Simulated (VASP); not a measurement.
# Ge (Fd-3m) in VASP: notebook

Runs on Ge. Level: PBE. Tasks: single point.

All numbers are computed with VASP 6.6.1; they aren't measurements. Logs are shortened: lines on timing, memory, paths and dates and some standing lists are left out, and cuts for length are marked.

**The experiment to reproduce.**

“Electronic and optical properties of SixGe1-x-ySny alloys lattice-matched to Ge”, 2021, arxiv:2109.02782 reports, for a bulk crystal of Ge at 293 K: band gap 0.666 eV (indirect).

The results are compared with them further down.

### Step 1. The cell of the first run

The structure is cubic, space group Fd-3m (No. 227). The conventional cell has a = 5.761 Å, b = 5.761 Å, c = 5.761 Å, α = 90.00°, β = 90.00°, γ = 90.00°. Within 3.3 Å of Ge (site symmetry -43m) lie 4 Ge at 2.49 Å.

### Step 2. Single point, PBE

INCAR reads:

```
SYSTEM = Ge
PREC = Accurate
ENCUT = 520
EDIFF = 1E-7
ISMEAR = 0
SIGMA = 0.15
LREAL = .FALSE.
LASPH = .TRUE.
NELM = 100
ALGO = Normal
ISIF = 2
LWAVE = .FALSE.
LCHARG = .FALSE.
GGA = PE
NBANDS = 21
```

KPOINTS reads:

```
Automatic mesh
0
G
  14 14 14
  0 0 0
```

POSCAR reads:

```
Ge
1.0
    0.0000000000      2.8805347716      2.8805347716
    2.8805347716      0.0000000000      2.8805347716
    2.8805347716      2.8805347716      0.0000000000
Ge
2
Direct
    0.5000000000      0.5000000000      0.5000000000
    0.7500000000      0.7500000000      0.7500000000
```

Potentials or basis: VASP PAW PBE potentials, release 64 (Ge_d).

Launch:

```bash
cat potpaw_PBE.64/Ge_d/POTCAR > POTCAR
mpirun -np 1 vasp_std > vasp.out
```

OUTCAR:

```text
SYSTEM = Ge
   PREC = Accurate
   ENCUT = 520
   EDIFF = 1E-7
   ISMEAR = 0
   LREAL = .FALSE.
   LASPH = .TRUE.
   NELM = 100
   ISIF = 2
   GGA = PE

 ion  position               nearest neighbor table
   1  0.500  0.500  0.500-   2 2.49   2 2.49   2 2.49   2 2.49
   2  0.750  0.750  0.750-   1 2.49   1 2.49   1 2.49   1 2.49

  LATTYP: Found a face centered cubic cell.
 ALAT       =     5.7610695432

  Lattice vectors:

 A1 = (   0.0000000000,   2.8805347716,   2.8805347716)
 A2 = (   2.8805347716,   0.0000000000,   2.8805347716)
 A3 = (   2.8805347716,   2.8805347716,   0.0000000000)

Analysis of symmetry for initial positions (statically):
=====================================================================
 Subroutine PRICEL returns:
 Original cell was already a primitive cell.

 Routine SETGRP: Setting up the symmetry group for a
 face centered cubic supercell.

 Subroutine GETGRP returns: Found 48 space group operations
 (whereof 24 operations were pure point group operations)
 out of a pool of 48 trial point group operations.

The static configuration has the point symmetry T_d .
 The point group associated with its full space group is O_h .

Analysis of symmetry for dynamics (positions and initial velocities):
=====================================================================
 Subroutine PRICEL returns:
 Original cell was already a primitive cell.

 Routine SETGRP: Setting up the symmetry group for a
 face centered cubic supercell.

 Subroutine GETGRP returns: Found 48 space group operations
 (whereof 24 operations were pure point group operations)
 out of a pool of 48 trial point group operations.

The dynamic configuration has the point symmetry T_d .
 The point group associated with its full space group is O_h .

 Subroutine INISYM returns: Found 48 space group operations
 (whereof 24 operations are pure point group operations),
 and found     1 'primitive' translations

----------------------------------------------------------------------------------------

                                     Primitive cell

  volume of cell :      47.8024

  direct lattice vectors                    reciprocal lattice vectors
     0.000000000  2.880534772  2.880534772    -0.173578880  0.173578880  0.173578880
     2.880534772  0.000000000  2.880534772     0.173578880 -0.173578880  0.173578880
     2.880534772  2.880534772  0.000000000     0.173578880  0.173578880 -0.173578880

  length of vectors
[... 79 lines left out ...]
   LASPH  =      T    aspherical Exc in radial PAW
   ENCUT  =  520.0 eV  38.22 Ry    6.18 a.u.   7.57  7.57  7.57*2*pi/ulx,y,z
   NELM   =    100;   NELMIN=  2; NELMDL= -5     # of ELM steps
   EDIFF  = 0.1E-06   stopping-criterion for ELM
   LREAL  =      F    real-space projection
   EDIFFG = 0.1E-05   stopping-criterion for IOM
   NSW    =      0    number of steps for IOM
   IBRION =     -1    ionic relax: 0-MD 1-quasi-New 2-CG
   NFREE  =      0    steps in history (QN), initial steepest desc. (CG)
   ISIF   =      2    stress and relaxation
   ISYM   =      2    0-nonsym 1-usesym 2-fastsym
   POTIM  = 0.5000    time-step for ionic-motion
   TEBEG  =    0.0;   TEEND  =   0.0 temperature during run
   PSTRESS=    0.0 pullay stress
   NELECT =      28.0000    total number of electrons
   NUPDOWN=      -1.0000    fix difference up-down
   EMIN   =  10.00;   EMAX   =-10.00  energy-range for DOS
   EFERMI =   0.00;   METHOD = LEGACY
   ISMEAR =     0;   SIGMA  =   0.15  broadening in eV -4-tet -1-fermi 0-gaus
   EFERMI_NEDOS =   21; number of points for ismear=-14 and -15
   IALGO  =     38    algorithm
   IMIX   =      4    mixing-type and parameters
     AMIX     =   0.40;   BMIX     =  1.00
     AMIX_MAG =   1.60;   BMIX_MAG =  1.00
  volume/ion in A,a.u.               =      23.90       161.29
  Fermi-wavevector in a.u.,A,eV,Ry     =   1.369760  2.588471 25.527818  1.876242
  Thomas-Fermi vector in A             =   2.495606
   LORBIT       =      0    0 simple, 1 ext, 2 COOP (PROOUT), +10 PAW based schemes
   GGA     = PE    functional components
   LHFCALC =     F    Hartree Fock is set to
   AEXX    =    0.0000 exact exchange contribution
   IVDW    =     0    specifies the selected vdW correction
   LEPSILON=     F    determine dielectric tensor
   LRPA    =     F    only Hartree local field effects (RPA)
 non-spin polarized calculation
 Gauss-broadening in eV      SIGMA  =   0.15
  energy-cutoff  :      520.00
  volume of cell :       47.80
 maximum number of plane-waves:      1308
   NGX = 15   NGY = 15   NGZ = 15

 number of electron      27.9999979 magnetization

 Free energy of the ion-electron system (eV)
  ---------------------------------------------------
  ext. energy  EPLUGINS =         0.00000000
  ---------------------------------------------------
  free energy    TOTEN  =        -9.03715403 eV

  energy without entropy =       -9.03620610  energy(sigma->0) =       -9.03668006

 E-fermi :   4.4804     XC(G=0):  -9.6706

 val. band max:        4.4771597367   @ k =   0.0000   0.0000   0.0000
 cond. band min:       4.5021308108   @ k =   0.5000   0.0000   0.0000
 fundamental gap:      0.0249710741
 Fermi energy:         4.4803637198

 k-point     1 :       0.0000    0.0000    0.0000
  band No.  band energies     occupation
      1     -20.2686      2.00000
      2     -20.2686      2.00000
      3     -20.2686      2.00000
      4     -20.2364      2.00000
      5     -20.2364      2.00000
      6     -20.0534      2.00000
[... 565 lines left out ...]
     20      13.5981      0.00000
     21      14.1263      0.00000

 [... further k-points ...]

------------------------ aborting loop because EDIFF is reached ----------------------------------------

  FORCE on cell =-STRESS in cart. coord.  units (eV):
  Direction    XX          YY          ZZ          XY          YZ          ZX
  --------------------------------------------------------------------------------------
  -------------------------------------------------------------------------------------
  Total       -0.0255921     -0.0255921     -0.0255921      0.0000000      0.0000000      0.0000000
  in kB       -0.8577634     -0.8577634     -0.8577634      0.0000000      0.0000000      0.0000000
  external PRESSURE =      -0.8577634 kB  Pullay stress =       0.0000000 kB

 VOLUME and BASIS-vectors are now :
 -----------------------------------------------------------------------------
  energy-cutoff  :      520.00
  volume of cell :       47.80
      direct lattice vectors                 reciprocal lattice vectors
     0.000000000  2.880534772  2.880534772    -0.173578880  0.173578880  0.173578880
     2.880534772  0.000000000  2.880534772     0.173578880 -0.173578880  0.173578880
     2.880534772  2.880534772  0.000000000     0.173578880  0.173578880 -0.173578880

 POSITION                                       TOTAL-FORCE (eV/Angst)
 -----------------------------------------------------------------------------------
      2.88053      2.88053      2.88053        -0.000000     -0.000000     -0.000000
      4.32080      4.32080      4.32080         0.000000      0.000000      0.000000
 -----------------------------------------------------------------------------------
    total drift:                                0.000000     -0.000000     -0.000000

  FREE ENERGIE OF THE ION-ELECTRON SYSTEM (eV)
  ---------------------------------------------------
  free  energy   TOTEN  =        -9.0371540315 eV

  energy  without entropy=       -9.0362060978  energy(sigma->0) =       -9.03668006
```

OSZICAR:

```text
N       E                     dE             d eps       ncg     rms          rms(c)
DAV:   1     0.193286201150E+03    0.19329E+03   -0.14739E+04  4882   0.358E+03
DAV:   2     0.192116864602E+02   -0.17407E+03   -0.16849E+03  4383   0.617E+02
DAV:   3    -0.815375741079E+01   -0.27365E+02   -0.27148E+02  5088   0.144E+02
DAV:   4    -0.909251970993E+01   -0.93876E+00   -0.93834E+00  4803   0.312E+01
DAV:   5    -0.910813935870E+01   -0.15620E-01   -0.15619E-01  5041   0.449E+00    0.297E+00
DAV:   6    -0.906068693098E+01    0.47452E-01   -0.19691E-02  5251   0.149E+00    0.176E+00
DAV:   7    -0.903533362126E+01    0.25353E-01   -0.41005E-02  4750   0.191E+00    0.142E-01
DAV:   8    -0.903689827398E+01   -0.15647E-02   -0.53416E-03  4938   0.921E-01    0.430E-02
DAV:   9    -0.903712936425E+01   -0.23109E-03   -0.26567E-04  4873   0.178E-01    0.131E-02
DAV:  10    -0.903715151372E+01   -0.22149E-04   -0.38501E-05  5141   0.625E-02    0.588E-03
DAV:  11    -0.903715404418E+01   -0.25305E-05   -0.59032E-06  4867   0.337E-02    0.171E-03
DAV:  12    -0.903715403152E+01    0.12663E-07   -0.20488E-07  4164   0.691E-03
   1 F= -.90371540E+01 E0= -.90366801E+01  d E =-.947934E-03
```

stdout:

```text
POSCAR found type information on POSCAR Ge
 POSCAR found :  1 types and       2 ions
 scaLAPACK will be used
 LDA part: xc-table for (Slater+PW92), standard interpolation
 POSCAR, INCAR and KPOINTS ok, starting setup
 FFT: planning ... GRIDC
 FFT: planning ... GRID_SOFT
 FFT: planning ... GRID
 WAVECAR not read
 entering main loop
```

Run time: 38 s. Hardware: 1 thread of Intel Xeon Platinum 8559C (Emerald Rapids), shared host; peak memory 0.22 GiB.

Results:

* Free energy: -9.0372 eV
* Pressure: -0.1 GPa
* Band gap on the k mesh: zero (filled and empty bands touch)

### Step 3. Single point, PBE

INCAR reads:

```
PREC     = Accurate       # precision mode
ENCUT    = 520            # plane-wave cutoff, eV
EDIFF    = 1E-6           # SCF threshold, eV
ISMEAR   = 0              # smearing method
SIGMA    = 0.15           # smearing width, eV
LREAL    = F              # projectors in reciprocal space
LASPH    = T              # aspherical terms in the spheres
NELM     = 80             # most SCF steps
ALGO     = Normal         # electronic algorithm
ISIF     = 2              # what is computed and relaxed
LWAVE    = F              # write WAVECAR
LCHARG   = F              # write CHGCAR
GGA      = PE             # functional
NBANDS   = 21             # bands
```

KPOINTS reads:

```
regular mesh
0
Gamma
  14 14 14
```

POSCAR is that of step 2.

Potentials or basis: VASP PAW PBE potentials, release 64 (Ge_d).

Launch:

```bash
cat potpaw_PBE.64/Ge_d/POTCAR > POTCAR
mpirun -np 1 vasp_std > vasp.out
```

Run time: 38 s. Hardware: 1 thread of Intel Xeon Platinum 8559C (Emerald Rapids), shared host; peak memory 0.22 GiB.

Results (log left out):

| Item | Value |
| --- | --- |
| Free energy | -9.0372 eV |
| Pressure | -0.1 GPa |
| Band gap on the k mesh | zero (filled and empty bands touch) |

Levels at points of the mesh, in eV from the Fermi level:
| k point | band 10 | band 11 | band 12 | band 13 | band 14 | band 15 | band 16 | band 17 | band 18 | band 19 |
| --- | --- | --- | --- | --- | --- | --- | --- | --- | --- | --- |
| (0.00, 0.00, 0.00) | -24.52 | -12.37 | -0.46 | 0.00 | 0.00 | 0.00 | 2.53 | 2.53 | 2.53 | 6.29 |
| (0.50, 0.00, 0.00) | -24.50 | -10.41 | -7.36 | -1.33 | -1.33 | 0.02 | 3.71 | 3.71 | 7.10 | 10.22 |
| (0.50, 0.50, 0.00) | -24.49 | -8.69 | -8.69 | -2.89 | -2.89 | 0.82 | 0.82 | 9.07 | 9.07 | 11.07 |

### Step 4. How close it comes

Step 2. Measured gap of Ge: 0.666 eV (indirect; 293 K; “Electronic and optical properties of SixGe1-x-ySny alloys lattice-matched to Ge”, 2021, arxiv:2109.02782). This calculation gives 0.00 eV (-0.67 eV). 3 values of this kind are on record (0.666 to 0.807 eV); this one was drawn at random among those near their median. Spin-orbit coupling on Ge is left out. The value is that of PBE on a finite k mesh, which can miss the band edges, without temperature or zero-point motion. Semilocal functionals fall short of measured gaps as a rule.

Step 3. A measured gap of Ge is 0.666 eV (indirect; 293 K; “Electronic and optical properties of SixGe1-x-ySny alloys lattice-matched to Ge”, 2021, arxiv:2109.02782); the calculated 0.00 eV misses it by -0.67 eV. 3 values of this kind are on record (0.666 to 0.807 eV); this one was drawn at random among those near their median. Spin-orbit coupling on Ge is left out. The value is that of PBE on a finite k mesh, which can miss the band edges, without temperature or zero-point motion. Semilocal functionals fall short of measured gaps as a rule.
